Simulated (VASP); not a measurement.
# CO2 (P4_2/mnm) in VASP: further runs

Runs on CO2. Level: PBEsol. Tasks: single point, relaxation of shape and atoms at fixed volume.

Program: VASP 6.6.1. These are calculated values, not measurements. Logs are shortened: lines on timing, memory, paths and dates and some standing lists are left out, and cuts for length are marked.

## (1) The cell of the first run

It takes space group P4_2/mnm (No. 136, tetragonal). The conventional cell has a = 3.544 Å, b = 3.544 Å, c = 4.040 Å, α = 90.00°, β = 90.00°, γ = 90.00°. C (site symmetry mmm) has 2 O at 1.16 Å within 1.6 Å. O (site symmetry m2m) has 1 C at 1.16 Å within 1.6 Å.

## (2) Single point, PBEsol

Input file INCAR:

```
  PREC = Accurate
  ENCUT = 520
  EDIFF = 1E-6
  ISMEAR = 0
  SIGMA = 0.01
  LREAL = False
  LASPH = True
  NELM = 60
  ALGO = Normal
  ISIF = 2
  LWAVE = False
  LCHARG = True
  GGA = PS
  LELF = True
  LVHAR = True
  NBANDS = 25
```

Input file KPOINTS:

```
Automatic mesh
0
Gamma
  5 5 4
```

Input file POSCAR:

```
CO2
1.0
    3.5439616075      0.0000000000      0.0000000000
    0.0000000000      3.5439616075      0.0000000000
    0.0000000000      0.0000000000      4.0400200187
C O
2 4
Direct
    0.0000000000      0.0000000000      0.0000000000
    0.5000000000      0.5000000000      0.5000000000
    0.2311651492      0.2311651492      0.0000000000
    0.2688348508      0.7311651492      0.5000000000
    0.7688348508      0.7688348508      0.0000000000
    0.7311651492      0.2688348508      0.5000000000
```

Potentials or basis: VASP PAW PBE potentials, release 64 (C, O).

The run is started by

```bash
$ cat potpaw_PBE.64/C/POTCAR potpaw_PBE.64/O/POTCAR > POTCAR
$ mpirun -np 1 vasp_std > vasp.out
```

OUTCAR:

```text
PREC = Accurate
   ENCUT = 520
   EDIFF = 1E-6
   ISMEAR = 0
   LREAL = False
   LASPH = True
   NELM = 60
   ISIF = 2
   GGA = PS

 ion  position               nearest neighbor table
   1  0.000  0.000  0.000-   3 1.16   5 1.16
   2  0.500  0.500  0.500-   4 1.16   6 1.16
   3  0.231  0.231  0.000-   1 1.16
   4  0.269  0.731  0.500-   2 1.16
   5  0.769  0.769  0.000-   1 1.16
   6  0.731  0.269  0.500-   2 1.16

  LATTYP: Found a simple tetragonal cell.
 ALAT       =     3.5439616075
 C/A-ratio  =     1.1399728513

  Lattice vectors:

 A1 = (   3.5439616075,   0.0000000000,   0.0000000000)
 A2 = (   0.0000000000,   3.5439616075,   0.0000000000)
 A3 = (   0.0000000000,   0.0000000000,   4.0400200187)

Analysis of symmetry for initial positions (statically):
=====================================================================
 Subroutine PRICEL returns:
 Original cell was already a primitive cell.

 Routine SETGRP: Setting up the symmetry group for a
 simple tetragonal supercell.

 Subroutine GETGRP returns: Found 16 space group operations
 (whereof  8 operations were pure point group operations)
 out of a pool of 16 trial point group operations.

The static configuration has the point symmetry D_2h.
 The point group associated with its full space group is D_4h.

Analysis of symmetry for dynamics (positions and initial velocities):
=====================================================================
 Subroutine PRICEL returns:
 Original cell was already a primitive cell.

 Routine SETGRP: Setting up the symmetry group for a
 simple tetragonal supercell.

 Subroutine GETGRP returns: Found 16 space group operations
 (whereof  8 operations were pure point group operations)
 out of a pool of 16 trial point group operations.

The dynamic configuration has the point symmetry D_2h.
 The point group associated with its full space group is D_4h.

 Subroutine INISYM returns: Found 16 space group operations
 (whereof  8 operations are pure point group operations),
 and found     1 'primitive' translations

----------------------------------------------------------------------------------------

                                     Primitive cell

  volume of cell :      50.7413

  direct lattice vectors                    reciprocal lattice vectors
     3.543961607  0.000000000  0.000000000     0.282170100  0.000000000  0.000000000
     0.000000000  3.543961607  0.000000000     0.000000000  0.282170100  0.000000000
     0.000000000  0.000000000  4.040020019     0.000000000  0.000000000  0.247523526

  length of vectors
     3.543961607  3.543961607  4.040020019     0.282170100  0.282170100  0.247523526

  position of ions in fractional coordinates (direct lattice)
     0.000000000  0.000000000  0.000000000
     0.500000000  0.500000000  0.500000000
     0.231165149  0.231165149  0.000000000
     0.268834851  0.731165149  0.500000000
     0.768834851  0.768834851  0.000000000
     0.731165149  0.268834851  0.500000000

  ion indices of the primitive-cell ions
   primitive index   ion index
                 1           1
                 2           2
                 3           3
                 4           4
                 5           5
                 6           6

----------------------------------------------------------------------------------------

 KPOINTS: Automatic mesh

Automatic generation of k-mesh.
 Grid dimensions read from file:
 generate k-points for:    5    5    4

 Generating k-lattice:

  Cartesian coordinates                     Fractional coordinates (reciprocal lattice)
     0.056434020  0.000000000  0.000000000     0.200000000  0.000000000  0.000000000
     0.000000000  0.056434020  0.000000000     0.000000000  0.200000000  0.000000000
     0.000000000  0.000000000  0.061880881     0.000000000  0.000000000  0.250000000

  Length of vectors
     0.056434020  0.056434020  0.061880881

  Shift w.r.t. Gamma in fractional coordinates (k-lattice)
     0.000000000  0.000000000  0.000000000

 Subroutine IBZKPT returns following result:
 ===========================================

 Found     18 irreducible k-points:

 Following reciprocal coordinates:
            Coordinates               Weight
  0.000000  0.000000  0.000000      1.000000
  0.200000  0.000000  0.000000      4.000000
  0.400000  0.000000  0.000000      4.000000
  0.200000  0.200000  0.000000      4.000000
  0.400000  0.200000  0.000000      8.000000
  0.400000  0.400000  0.000000      4.000000
[... 10 lines left out ...]
  0.400000  0.200000  0.500000      8.000000
  0.400000  0.400000  0.500000      4.000000
   k-points           NKPTS =     18   k-points in BZ     NKDIM =     18   number of bands    NBANDS=     25
   number of dos      NEDOS =    301   number of ions     NIONS =      6
   total plane-waves  NPLWV =  23520
   dimension x,y,z NGX =    28 NGY =   28 NGZ =   30
   dimension x,y,z NGXF=    56 NGYF=   56 NGZF=   60
   ions per type =               2   4
   NGX,Y,Z   is equivalent  to a cutoff of  13.13, 13.13, 12.34 a.u.
   NGXF,Y,Z  is equivalent  to a cutoff of  26.27, 26.27, 24.69 a.u.
 SYSTEM =  unknown system
   PREC   = accura    normal or accurate (medium, high low for compatibility)
   ISTART =      0    job   : 0-new  1-cont  2-samecut
   ICHARG =      2    charge: 1-file 2-atom 10-const
   ISPIN  =      1    spin polarized calculation?
   LNONCOLLINEAR =      F non collinear calculations
   LSORBIT =      F    spin-orbit coupling
   LASPH  =      T    aspherical Exc in radial PAW
   ENCUT  =  520.0 eV  38.22 Ry    6.18 a.u.   6.59  6.59  7.51*2*pi/ulx,y,z
   NELM   =     60;   NELMIN=  2; NELMDL= -5     # of ELM steps
   EDIFF  = 0.1E-05   stopping-criterion for ELM
   LREAL  =      F    real-space projection
   EDIFFG = 0.1E-04   stopping-criterion for IOM
   NSW    =      0    number of steps for IOM
   IBRION =     -1    ionic relax: 0-MD 1-quasi-New 2-CG
   NFREE  =      0    steps in history (QN), initial steepest desc. (CG)
   ISIF   =      2    stress and relaxation
   ISYM   =      2    0-nonsym 1-usesym 2-fastsym
   POTIM  = 0.5000    time-step for ionic-motion
   TEBEG  =    0.0;   TEEND  =   0.0 temperature during run
   PSTRESS=    0.0 pullay stress
   NELECT =      32.0000    total number of electrons
   NUPDOWN=      -1.0000    fix difference up-down
   EMIN   =  10.00;   EMAX   =-10.00  energy-range for DOS
   EFERMI =   0.00;   METHOD = LEGACY
   ISMEAR =     0;   SIGMA  =   0.01  broadening in eV -4-tet -1-fermi 0-gaus
   EFERMI_NEDOS =   21; number of points for ismear=-14 and -15
   IALGO  =     38    algorithm
   IMIX   =      4    mixing-type and parameters
     AMIX     =   0.40;   BMIX     =  1.00
     AMIX_MAG =   1.60;   BMIX_MAG =  1.00
  volume/ion in A,a.u.               =       8.46        57.07
  Fermi-wavevector in a.u.,A,eV,Ry     =   1.403905  2.652995 26.816383  1.970949
  Thomas-Fermi vector in A             =   2.526520
   LORBIT       =      0    0 simple, 1 ext, 2 COOP (PROOUT), +10 PAW based schemes
   GGA     = PS    functional components
   LHFCALC =     F    Hartree Fock is set to
   AEXX    =    0.0000 exact exchange contribution
   IVDW    =     0    specifies the selected vdW correction
   LEPSILON=     F    determine dielectric tensor
   LRPA    =     F    only Hartree local field effects (RPA)
 non-spin polarized calculation
 Gauss-broadening in eV      SIGMA  =   0.01
  energy-cutoff  :      520.00
  volume of cell :       50.74
 maximum number of plane-waves:      1391
 NGX is ok and might be reduce to    28
   NGX = 13   NGY = 13   NGZ = 15

 number of electron      31.9999997 magnetization

 Free energy of the ion-electron system (eV)
  ---------------------------------------------------
  ext. energy  EPLUGINS =         0.00000000
  ---------------------------------------------------
  free energy    TOTEN  =       -46.10405727 eV

  energy without entropy =      -46.10405727  energy(sigma->0) =      -46.10405727

 E-fermi :   1.3827     XC(G=0): -11.1233

 val. band max:        1.2380453894   @ k =   0.4000   0.4000   0.0000
 cond. band min:       6.9064565257   @ k =   0.0000   0.0000   0.0000
 fundamental gap:      5.6684111362
 Fermi energy:         1.3827443231

 k-point     1 :       0.0000    0.0000    0.0000
  band No.  band energies     occupation
      1     -21.3125      2.00000
      2     -19.8795      2.00000
      3     -19.1036      2.00000
      4     -19.1036      2.00000
      5      -6.1230      2.00000
      6      -6.1222      2.00000
[... 17 lines left out ...]
     24      18.0652      0.00000
     25      18.8208      0.00000

 k-point     2 :       0.2000    0.0000    0.0000
  band No.  band energies     occupation
      1     -21.1547      2.00000
      2     -19.9336      2.00000
      3     -19.1899      2.00000
      4     -19.1260      2.00000
      5      -5.9285      2.00000
      6      -5.8295      2.00000
[... 17 lines left out ...]
     24      17.7780      0.00000
     25      18.9117      0.00000

 k-point     3 :       0.4000    0.0000    0.0000
  band No.  band energies     occupation
      1     -20.7358      2.00000
      2     -20.2343      2.00000
      3     -19.2508      2.00000
      4     -19.1894      2.00000
      5      -5.3578      2.00000
      6      -5.2032      2.00000
[... 17 lines left out ...]
     24      17.6876      0.00000
     25      19.1051      0.00000

 k-point     4 :       0.2000    0.2000    0.0000
  band No.  band energies     occupation
      1     -21.0060      2.00000
      2     -19.9524      2.00000
      3     -19.2589      2.00000
      4     -19.1794      2.00000
      5      -5.9033      2.00000
      6      -5.5517      2.00000
[... 17 lines left out ...]
     24      17.8093      0.00000
     25      18.9290      0.00000

 k-point     5 :       0.4000    0.2000    0.0000
  band No.  band energies     occupation
      1     -20.6166      2.00000
      2     -20.1699      2.00000
      3     -19.3352      2.00000
      4     -19.2644      2.00000
      5      -5.7491      2.00000
      6      -5.3479      2.00000
[... 17 lines left out ...]
     24      17.5084      0.00000
     25      18.5654      0.00000

 k-point     6 :       0.4000    0.4000    0.0000
  band No.  band energies     occupation
      1     -20.3228      2.00000
      2     -20.1012      2.00000
      3     -19.4979      2.00000
      4     -19.4246      2.00000
      5      -5.8763      2.00000
      6      -5.5804      2.00000
[... 17 lines left out ...]
     24      17.2008      0.00000
     25      17.8104      0.00000
[... 225 lines left out ...]
 k-point    15 :       0.4000    0.0000    0.5000
  band No.  band energies     occupation
      1     -20.3633      2.00000
      2     -20.3633      2.00000
      3     -19.3488      2.00000
      4     -19.3488      2.00000
      5      -6.3432      2.00000
      6      -6.3432      2.00000
[... 17 lines left out ...]
     24      18.4719      0.00000
     25      19.2486      0.00000

 k-point    16 :       0.2000    0.2000    0.5000
  band No.  band energies     occupation
      1     -20.4625      2.00000
      2     -20.4605      2.00000
      3     -19.2489      2.00000
      4     -19.2468      2.00000
      5      -6.6965      2.00000
      6      -5.8356      2.00000
[... 17 lines left out ...]
     24      18.5902      0.00000
     25      18.8407      0.00000

 k-point    17 :       0.4000    0.2000    0.5000
  band No.  band energies     occupation
      1     -20.2935      2.00000
      2     -20.2922      2.00000
      3     -19.3909      2.00000
      4     -19.3897      2.00000
      5      -6.7765      2.00000
      6      -6.3167      2.00000
[... 17 lines left out ...]
     24      17.7594      0.00000
     25      18.5664      0.00000

 k-point    18 :       0.4000    0.4000    0.5000
  band No.  band energies     occupation
      1     -20.1562      2.00000
      2     -20.1554      2.00000
      3     -19.4813      2.00000
      4     -19.4806      2.00000
      5      -6.9192      2.00000
      6      -6.6215      2.00000
[... 17 lines left out ...]
     24      16.5978      0.00000
     25      18.3718      0.00000

------------------------ aborting loop because EDIFF is reached ----------------------------------------

  FORCE on cell =-STRESS in cart. coord.  units (eV):
  Direction    XX          YY          ZZ          XY          YZ          ZX
  --------------------------------------------------------------------------------------
  -------------------------------------------------------------------------------------
  Total        8.9575400      8.9575400      7.1805275      0.0000000      0.0000000      0.0000000
  in kB      282.8380302    282.8380302    226.7281255      0.0000000      0.0000000      0.0000000
  external PRESSURE =     264.1347286 kB  Pullay stress =       0.0000000 kB

 VOLUME and BASIS-vectors are now :
 -----------------------------------------------------------------------------
  energy-cutoff  :      520.00
  volume of cell :       50.74
      direct lattice vectors                 reciprocal lattice vectors
     3.543961607  0.000000000  0.000000000     0.282170100  0.000000000  0.000000000
     0.000000000  3.543961607  0.000000000     0.000000000  0.282170100  0.000000000
     0.000000000  0.000000000  4.040020019     0.000000000  0.000000000  0.247523526

 POSITION                                       TOTAL-FORCE (eV/Angst)
 -----------------------------------------------------------------------------------
      0.00000      0.00000      0.00000        -0.000000      0.000000     -0.000000
      1.77198      1.77198      2.02001        -0.000000      0.000000     -0.000000
      0.81924      0.81924      0.00000         0.523343      0.523343     -0.000000
      0.95274      2.59122      2.02001        -0.523343      0.523343     -0.000000
      2.72472      2.72472      0.00000        -0.523343     -0.523343      0.000000
      2.59122      0.95274      2.02001         0.523343     -0.523343      0.000000
 -----------------------------------------------------------------------------------
    total drift:                                0.000000      0.000000     -0.000000

  FREE ENERGIE OF THE ION-ELECTRON SYSTEM (eV)
  ---------------------------------------------------
  free  energy   TOTEN  =       -46.1040572697 eV

  energy  without entropy=      -46.1040572697  energy(sigma->0) =      -46.10405727
```

It took 25 s on 1 thread of Intel Xeon Platinum 8259CL at 2.50GHz (Skylake/Cascade Lake), shared host; peak memory 0.16 GiB.

What came out:

```
Free energy            : -46.1041 eV
Pressure               : 26.4 GPa
Largest force          : 0.740 eV/Å
Band gap on the k mesh : 5.67 eV, indirect (least direct gap 6.56 eV)
```

Forces in eV/Å, atoms in the order of the input:
```
C    0.000  0.000  0.000
C    0.000  0.000  0.000
O    0.523  0.523  0.000
O   -0.523  0.523  0.000
O   -0.523 -0.523  0.000
O    0.523 -0.523  0.000
```

Caveat: the PAW data sets were made with another functional, which shifts forces and pressure a little. As with any semilocal functional, this PBEsol gap is likely too small.

## (3) Relaxation of shape and atoms at fixed volume, PBEsol

Input file INCAR:

```
SYSTEM = CO2
PREC = Accurate
ENCUT = 600
EDIFF = 1E-7
ISMEAR = 0
SIGMA = 0.01
LREAL = .FALSE.
LASPH = .TRUE.
NELM = 100
ALGO = Normal
ISIF = 4
LWAVE = .FALSE.
LCHARG = .FALSE.
GGA = PS
IBRION = 2
NSW = 80
EDIFFG = -0.01
```

Input file KPOINTS:

```
Automatic mesh
0
G
  5 5 4
  0 0 0
```

Input file POSCAR:

```
CO2
1.0
    3.5161000000      0.0000000000      0.0000000000
    0.0000000000      3.5161000000      0.0000000000
    0.0000000000      0.0000000000      4.1043000000
C O
2 4
Direct
    0.0000000000      0.0000000000      0.0000000000
    0.5000000000      0.5000000000      0.5000000000
    0.2300000000      0.2300000000      0.0000000000
    0.2700000000      0.7300000000      0.5000000000
    0.7700000000      0.7700000000      0.0000000000
    0.7300000000      0.2700000000      0.5000000000
```

Potentials or basis: VASP PAW PBE potentials, release 64 (C, O).

The run is started by

```bash
$ cat potpaw_PBE.64/C/POTCAR potpaw_PBE.64/O/POTCAR > POTCAR
$ mpirun -np 1 vasp_std > vasp.out
```

It took 2.2 min on 1 thread of Intel Xeon Platinum 8259CL at 2.50GHz (Skylake/Cascade Lake), shared host; peak memory 0.16 GiB.

The run converged. Its results:

* Free energy: -46.1331 eV
* Energy gained by relaxing: 18.1 meV/atom
* Ionic steps: 9
* Pressure after relaxing: 22.8 GPa
* Largest force after relaxing: 0.007 eV/Å
* Band gap on the k mesh: 5.53 eV, indirect (least direct gap 6.44 eV)

Forces on the atoms (eV/Å):
```
C    0.000  0.000  0.000
C    0.000  0.000  0.000
O   -0.005 -0.005  0.000
O    0.005 -0.005  0.000
O    0.005  0.005  0.000
O   -0.005  0.005  0.000
```

The path:
```
step  energy change (eV)  largest force (eV/Å)  pressure (GPa)  volume (Å³)
   1              0.0000                2.4934           33.98        50.74
   2              2.2722                8.4664          -19.30        50.74
   3             -0.1048                0.2285           21.86        50.74
   4             -0.1055                0.0572           22.63        50.74
   5             -0.1055                0.0136           22.83        50.74
   6             -0.1063                0.0124           22.82        50.74
   7             -0.1081                0.0091           22.80        50.74
   8             -0.1083                0.0079           22.78        50.74
   9             -0.1088                0.0067           22.79        50.74
```

Final structure:
```xyz
6
Lattice="3.5489 0.0000 0.0000 0.0000 3.5489 0.0000 0.0000 0.0000 4.0288" Properties=species:S:1:pos:R:3 pbc="T T T"
C     0.0000    0.0000    0.0000
C     1.7745    1.7745    2.0144
O     0.8238    0.8238    0.0000
O     0.9506    2.5983    2.0144
O     2.7251    2.7251    0.0000
O     2.5983    0.9506    2.0144
```

Levels at points of the mesh, in eV from the valence-band top:
| k point | band 12 | band 13 | band 14 | band 15 | band 16 | band 17 | band 18 | band 19 | band 20 |
| --- | --- | --- | --- | --- | --- | --- | --- | --- | --- |
| (0.00, 0.00, 0.00) | -3.23 | -2.93 | -1.62 | -1.27 | -1.27 | 5.53 | 6.33 | 6.33 | 7.05 |
| (0.00, 0.00, 0.50) | -4.09 | -2.77 | -2.77 | -1.14 | -1.14 | 6.94 | 6.94 | 7.22 | 7.22 |

Caveat: the PAW data sets were made with another functional, which shifts forces and pressure a little. A k mesh can miss the band edges.
